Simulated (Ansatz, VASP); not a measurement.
**One calculation of LiH, two programs**

```
CELL_PARAMETERS angstrom
0.00000 2.03250 2.03250
2.03250 0.00000 2.03250
2.03250 2.03250 0.00000
ATOMIC_POSITIONS crystal
Li 0.00000 0.00000 0.00000
H 0.50355 0.50355 0.50355
```

Change from the starting cell: all H atoms moved +0.025 Å, as atom 2 along Cartesian [1 1 1].

Alike in both runs: task single point; functional PBE; k mesh 10 × 10 × 10; occupations gaussian, width 0.05 eV; no spin polarisation.

|  | VASP | Ansatz |
| --- | --- | --- |
| version | VASP 6.6.1 | Ansatz 0.2.0 |
| potentials or method | VASP PAW PBE potentials, release 64 (Li_sv, H), cutoff 750 eV | scalar-relativistic, plane waves, PAW |
| valence electrons in the cell | 4 | 4 |

Ansatz gave:

| Item | Value |
| --- | --- |
| gap on the k mesh at the Fermi level (eV) | 3.02 |
| least direct gap on the mesh (eV) | 3.02 |
| pressure (GPa) | -1.4 |
| rms of the force components (eV/Å) | 0.014 |

Problem. Estimate VASP's values.

Solution. gap on the k mesh at the Fermi level (eV): 3.01; least direct gap on the mesh (eV): 3.01; pressure (GPa): -1.6; rms of the force components (eV/Å): 0.014.

Atom by atom the forces differ by 0.000 eV/Å (rms over components).
